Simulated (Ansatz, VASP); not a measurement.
**Te2Mo: VASP beside Ansatz**

INCAR

```
ALGO = Normal
EDIFF = 1E-7
ENCUT = 520
GGA = PS
ISIF = 2
ISMEAR = -1
LASPH = T
LCHARG = F
LDAU = T
LDAUJ = 0 0
LDAUL = -1 2
LDAUPRINT = 1
LDAUTYPE = 2
LDAUU = 0 1
LMAXMIX = 4
LREAL = F
LWAVE = F
NBANDS = 35
NELM = 150
PREC = Accurate
SIGMA = 0.05
```

KPOINTS

```
k-points
0
Gamma
  9 9 2
```

File POSCAR:

```
Te2Mo
1.0
    3.5182000000      0.0000000000      0.0000000000
   -1.7591000000      3.0468505756      0.0000000000
    0.0000000000      0.0000000000     13.9736000000
Te Mo
4 2
Direct
    0.6666666667      0.3333333333      0.3790000000
    0.3333333333      0.6666666667      0.8790000000
    0.6666666667      0.3333333333      0.1210000000
    0.3333333333      0.6666666667      0.6210000000
    0.6666666667      0.3333333333      0.7500000000
    0.3333333333      0.6666666667      0.2500000000
```

Contents of input.yaml:

```yaml
crystal:
  lattice:
    - [3.5182, 0.0, 0.0]
    - [-1.7591, 3.0468505756, 0.0]
    - [0.0, 0.0, 13.9736]
  atoms:
    - { symbol: Te, position: [0.6666666667, 0.3333333333, 0.379] }
    - { symbol: Te, position: [0.3333333333, 0.6666666667, 0.879] }
    - { symbol: Te, position: [0.6666666667, 0.3333333333, 0.121] }
    - { symbol: Te, position: [0.3333333333, 0.6666666667, 0.621] }
    - { symbol: Mo, position: [0.6666666667, 0.3333333333, 0.75] }
    - { symbol: Mo, position: [0.3333333333, 0.6666666667, 0.25] }
hamiltonian:
  xc: pbesol
  pseudopotentials: { kind: paw }
  hubbard: { sites: [{ species: Mo, l: d, u_eff: 1.0 }] }
kpoints:
  mp_grid: { grid: [9, 9, 2] }
scf:
  occupations: { method: fermi_dirac, width: 0.05 }
  n_extra_bands: 15
output:
  forces: true
  stress: true
  eigenvalues: true
  dos: { projected: true, de: 0.05, nscf_kmesh: { grid: [14, 14, 3] } }
  write_density: true
  write_potential: true
  elf: true
  volumetric_format: npy
```

Alike in both runs: functional PBEsol; k mesh 9 × 9 × 2; occupations fermi-dirac, width 0.05 eV; no spin polarisation; Hubbard terms Mo d U = 1.0 eV.

```csv
,VASP,Ansatz
version,VASP 6.6.1,Ansatz 0.2.0
potentials or method,"VASP PAW PBE potentials, release 64 (Te, Mo_sv)",Ansatz PAW
plane-wave cutoff (eV),520,420
valence electrons in the cell,52,92
task,single point,projected density of states
```

```tsv
	VASP	Ansatz	Ansatz less VASP
gap on the k mesh at the Fermi level (eV)	0.75	0.77	+0.017
least direct gap on the mesh (eV)	1.04	1.03	-0.009
pressure (GPa)	-0.7	-1.2	-0.56
traceless stress, the component that is largest in VASP (GPa)	0.57	0.39	-0.176
rms of the force components (eV/Å)	0.005	0.050	+0.0450
```

VASP's potentials were made for PBE, not for PBEsol. The programs project onto different local orbitals, so the same U acts differently, and such runs can settle in different states. Atom by atom the forces differ by 0.045 eV/Å (rms over components). VASP's potentials hold 52 valence electrons a cell and Ansatz's 92, so a difference there can come from the potentials and not from the codes.

Spin-orbit coupling is off throughout. Noted on Ansatz's run: odd divisions of the mesh miss points on the zone boundary, where band edges often lie, so the gap on the mesh can be too wide.
